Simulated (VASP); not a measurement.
Input of a VASP 6.6.1 run:

File POSCAR:

```
Al2Cu
1.0
   -2.0340223554      2.0340223554      2.8764125944
    2.0340223554     -2.0340223554      2.8764125944
    2.0340223554      2.0340223554     -2.8764125944
Al Cu
2 1
Direct
    0.7500000000      0.2500000000      0.5000000000
    0.2500000000      0.7500000000      0.5000000000
    0.5000000000      0.5000000000      0.0000000000
```

Contents of INCAR.step1:

```
PREC     = Accurate       # precision mode
ENCUT    = 520            # plane-wave cutoff, eV
ISMEAR   = 0              # smearing method
SIGMA    = 0.1            # smearing width, eV
LREAL    = False          # projectors in reciprocal space
LASPH    = True           # aspherical terms in the spheres
NELM     = 60             # most SCF steps
NBANDS   = 16             # bands
GGA      = PE             # functional
ALGO     = Normal         # electronic algorithm
EDIFF    = 1E-4           # SCF threshold, eV
LWAVE    = True           # write WAVECAR
LCHARG   = False          # write CHGCAR
```

INCAR.step2

```
PREC     = Accurate       # precision mode
ENCUT    = 520            # plane-wave cutoff, eV
EDIFF    = 1E-6           # SCF threshold, eV
ISMEAR   = 0              # smearing method
SIGMA    = 0.1            # smearing width, eV
LREAL    = False          # projectors in reciprocal space
LASPH    = True           # aspherical terms in the spheres
NELM     = 60             # most SCF steps
ALGO     = Normal         # electronic algorithm
ISIF     = 2              # what is computed and relaxed
LWAVE    = False          # write WAVECAR
LCHARG   = False          # write CHGCAR
METAGGA  = R2SCAN         # meta-GGA
LMIXTAU  = True         
NBANDS   = 16             # bands
ISTART   = 1
```

The input KPOINTS:

```
Automatic mesh
0
Gamma
  14 14 14
```

Potentials or basis: VASP PAW PBE potentials, release 64 (Al, Cu).

Run with:

```console
$ cat potpaw_PBE.64/Al/POTCAR potpaw_PBE.64/Cu/POTCAR > POTCAR
$ cp INCAR.step1 INCAR
$ mpirun -np 1 vasp_std > vasp.out
$ cp INCAR.step2 INCAR
$ mpirun -np 1 vasp_std > vasp.out
```

(1) Estimate the band gap on the k mesh.

(2) Estimate the pressure.

## Answers

(1) zero (an odd number of electrons rules out a gap without spin polarisation).

(2) -1.2 GPa.

Caveat: the PAW data sets were made with another functional, which shifts forces and pressure a little.
